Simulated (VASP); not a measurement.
# GaSb (I-4m2) in VASP: a series of runs, part 2 of 2

VASP 6.6.1.

## Step 5: Single point, PBE

This run uses another cell than the first one, of 26.05 Å³/atom.

Contents of INCAR:

```
  ALGO = Normal
  EDIFF = 1E-7
  ENCUT = 520
  GGA = PE
  ISIF = 2
  ISMEAR = 0
  LASPH = T
  LCHARG = F
  LREAL = F
  LWAVE = F
  NBANDS = 16
  NELM = 100
  PREC = Accurate
  SIGMA = 0.15
```

Contents of KPOINTS:

```
k-points
0
Gamma
  16 16 16
```

Contents of POSCAR:

```
GaSb
1.0
   -2.8351000000      2.8351000000      1.6207000000
    2.8351000000     -2.8351000000      1.6207000000
    2.8351000000      2.8351000000     -1.6207000000
Ga Sb
1 1
Direct
    0.2500000000      0.7500000000      0.5000000000
    0.0000000000      0.0000000000      0.0000000000
```

Potentials or basis: VASP PAW PBE potentials, release 64 (Ga_d, Sb).

Launch:

```
cat potpaw_PBE.64/Ga_d/POTCAR potpaw_PBE.64/Sb/POTCAR > POTCAR
mpirun -np 1 vasp_std > vasp.out
```

OUTCAR:

```text
EDIFF = 1E-7
   ENCUT = 520
   GGA = PE
   ISIF = 2
   ISMEAR = 0
   LASPH = T
   LREAL = F
   NELM = 100
   PREC = Accurate

 ion  position               nearest neighbor table
   1  0.250  0.750  0.500-   2 2.95   2 2.95   2 2.95   2 2.95
   2  0.000  0.000  0.000-   1 2.95   1 2.95   1 2.95   1 2.95

  LATTYP: Found a body centered tetragonal cell.
 ALAT       =     5.6702000000
 C/A-ratio  =     0.5716553208

  Lattice vectors:

[... 642 lines left out ...]

------------------------ aborting loop because EDIFF is reached ----------------------------------------

  FORCE on cell =-STRESS in cart. coord.  units (eV):
  Direction    XX          YY          ZZ          XY          YZ          ZX
  --------------------------------------------------------------------------------------
  -------------------------------------------------------------------------------------
  Total       -1.0712962     -1.0712962     -0.9694561      0.0000000     -0.0000000      0.0000000
  in kB      -32.9397845    -32.9397845    -29.8084455      0.0000000     -0.0000000      0.0000000
  external PRESSURE =     -31.8960049 kB  Pullay stress =       0.0000000 kB

 VOLUME and BASIS-vectors are now :
 -----------------------------------------------------------------------------
  energy-cutoff  :      520.00
  volume of cell :       52.11
      direct lattice vectors                 reciprocal lattice vectors
    -2.835100000  2.835100000  1.620700000     0.000000000  0.176360622  0.308508669
     2.835100000 -2.835100000  1.620700000     0.176360622  0.000000000  0.308508669
     2.835100000  2.835100000 -1.620700000     0.176360622  0.176360622  0.000000000

 POSITION                                       TOTAL-FORCE (eV/Angst)
 -----------------------------------------------------------------------------------
      2.83510      0.00000      0.81035         0.000000     -0.000000     -0.000000
      0.00000      0.00000      0.00000        -0.000000      0.000000      0.000000
 -----------------------------------------------------------------------------------
    total drift:                                0.000000     -0.000000     -0.000000

  FREE ENERGIE OF THE ION-ELECTRON SYSTEM (eV)
  ---------------------------------------------------
  free  energy   TOTEN  =        -6.9546639651 eV

  energy  without entropy=       -6.9451504331  energy(sigma->0) =       -6.94990720
```

Wall time 4.2 min (1 thread of Intel Xeon 8259CL, shared host); peak memory 0.42 GiB.

What came out:

| Item | Value |
| --- | --- |
| Free energy | -6.9547 eV |
| Pressure | -3.2 GPa |
| Band gap on the k mesh | zero (bands 9 and 10 overlap by 4.41 eV) |

Levels at points of the mesh, in eV from the Fermi level:
```
           k point  band 7  band 8  band 9  band 10  band 11  band 12
(0.00, 0.00, 0.00)   -3.25   -1.70   -1.70     3.55     4.67     6.64
(0.50, 0.00, 0.00)   -5.23   -2.42   -1.28    -1.03     2.54     3.05
(0.50, 0.50, 0.00)   -7.57   -0.03    1.78     1.83     2.18     4.34
(0.50, 0.50, 0.50)   -5.75   -4.51   -4.51     3.38     4.96     9.47
```

Caveat: the cell stands under tension; spin-orbit coupling is left out, which moves the levels of the heavy elements.

## Step 6: Single point, PBE

This run uses another cell than the first one, of 26.13 Å³/atom.

Contents of INCAR:

```
PREC     = Accurate       # precision mode
ENCUT    = 520            # plane-wave cutoff, eV
EDIFF    = 1E-6           # SCF threshold, eV
ISMEAR   = 0              # smearing method
SIGMA    = 0.15           # smearing width, eV
LREAL    = F              # projectors in reciprocal space
LASPH    = T              # aspherical terms in the spheres
NELM     = 80             # most SCF steps
ALGO     = Normal         # electronic algorithm
ISIF     = 2              # what is computed and relaxed
LWAVE    = F              # write WAVECAR
LCHARG   = F              # write CHGCAR
GGA      = PE             # functional
NBANDS   = 16             # bands
```

Contents of KPOINTS:

```
Automatic mesh
0
Gamma
  16 16 16
```

Contents of POSCAR:

```
GaSb
1.0
   -2.7659365100      2.7659365100      1.7076500000
    2.7659365100     -2.7659365100      1.7076500000
    2.7659365100      2.7659365100     -1.7076500000
Ga Sb
1 1
Direct
    0.2500000000      0.7500000000      0.5000000000
    0.0000000000      0.0000000000      0.0000000000
```

Potentials or basis: VASP PAW PBE potentials, release 64 (Ga_d, Sb).

Launch:

```
cat potpaw_PBE.64/Ga_d/POTCAR potpaw_PBE.64/Sb/POTCAR > POTCAR
mpirun -np 1 vasp_std > vasp.out
```

Run time: 3.1 min. Hardware: 1 thread of Intel Xeon 8259CL, shared host; peak memory 0.42 GiB.

It converged, with:

```yaml
Free_energy: -6.9352 eV
Pressure: -2.8 GPa
Band_gap_on_the_k_mesh: zero (bands 9 and 10 overlap by 4.52 eV)
```

Stress tensor (GPa, compression positive):
```
-2.07  0.00  0.00
 0.00 -2.07  0.00
 0.00  0.00 -4.15
```

Levels at points of the mesh, in eV from the Fermi level:
| k point | band 7 | band 8 | band 9 | band 10 | band 11 | band 12 |
| --- | --- | --- | --- | --- | --- | --- |
| (0.00, 0.00, 0.00) | -2.64 | -1.47 | -1.47 | 3.71 | 3.80 | 6.20 |
| (0.50, 0.00, 0.00) | -5.47 | -2.25 | -1.59 | -0.92 | 2.46 | 3.21 |
| (0.50, 0.50, 0.00) | -7.54 | 0.21 | 1.68 | 2.37 | 2.63 | 3.76 |
| (0.50, 0.50, 0.50) | -5.54 | -4.47 | -4.47 | 2.23 | 3.76 | 9.94 |

Caveat: spin-orbit coupling is left out, which moves the levels of the heavy elements.

## Step 7: Single point, PBE

This run uses another cell than the first one, of 26.35 Å³/atom.

Contents of INCAR:

```
SYSTEM = GaSb
PREC = Accurate ; ENCUT = 520
EDIFF = 1E-7 ; ISMEAR = 0
SIGMA = 0.15 ; LREAL = .FALSE.
LASPH = .TRUE. ; NELM = 100
ALGO = Normal ; ISIF = 2
LWAVE = .FALSE. ; LCHARG = .TRUE.
GGA = PE ; LELF = .TRUE.
LVHAR = .TRUE. ; NBANDS = 16
```

Contents of KPOINTS:

```
regular mesh
0
G
  16 16 16
  0 0 0
```

Contents of POSCAR:

```
GaSb
1.0
   -2.8305000000      2.8305000000      1.6444000000
    2.8305000000     -2.8305000000      1.6444000000
    2.8305000000      2.8305000000     -1.6444000000
Ga Sb
1 1
Direct
    0.2500000000      0.7500000000      0.5000000000
    0.0000000000      0.0000000000      0.0000000000
```

Launch:

```
cat potpaw_PBE.64/Ga_d/POTCAR potpaw_PBE.64/Sb/POTCAR > POTCAR
mpirun -np 1 vasp_std > vasp.out
```

It took 3.6 min on 1 thread of Intel Xeon 8259CL, shared host; peak memory 0.42 GiB.

The run converged. Its results:

```yaml
Free_energy: -6.9425 eV
Pressure: -3.6 GPa
Band_gap_on_the_k_mesh: zero (bands 9 and 10 overlap by 4.43 eV)
```

Stress tensor (GPa, compression positive):
```
-3.49  0.00  0.00
 0.00 -3.49  0.00
 0.00  0.00 -3.68
```

Levels at points of the mesh, in eV from the Fermi level:
```csv
k point,band 7,band 8,band 9,band 10,band 11,band 12
"(0.00, 0.00, 0.00)",-3.14,-1.62,-1.62,3.62,4.40,6.65
"(0.50, 0.00, 0.00)",-5.23,-2.38,-1.32,-0.98,2.54,3.06
"(0.50, 0.50, 0.00)",-7.50,0.03,1.80,1.92,2.27,4.14
"(0.50, 0.50, 0.50)",-5.67,-4.43,-4.43,3.10,4.69,9.50
```

Caveat: the cell stands under tension; spin-orbit coupling is left out, which moves the levels of the heavy elements.

## Step 8: Summary

| cell | gap on the mesh (eV) | pressure (GPa) |
| --- | --- | --- |
| a = 4.310 Å, angles 97.7, 97.7, 137.0°, 2 atoms | none | -2.3 |
| a = 4.211 Å, angles 100.2, 100.2, 130.3°, 2 atoms | none | -1.7 |
| a = 4.387 Å, angles 97.1, 97.1, 138.9°, 2 atoms | none | -3.0 |
| a = 4.325 Å, angles 98.1, 98.1, 136.0°, 2 atoms | none | -3.2 |
| a = 4.268 Å, angles 99.2, 99.2, 132.8°, 2 atoms | none | -2.8 |
| a = 4.328 Å, angles 98.3, 98.3, 135.3°, 2 atoms | none | -3.6 |

Alike in all rows: task single point; level PBE; potentials or basis VASP PAW PBE potentials, release 64 (Ga_d, Sb); no spin polarisation; k mesh 16 × 16 × 16; cutoff (eV) 520; smearing gaussian 0.15 eV.

Caveats: spin-orbit coupling is left out, which moves the levels of the heavy elements; the cell stands under tension (at least some runs).

Total energies depend on the potentials used, so only differences within one code and one set of settings carry meaning.
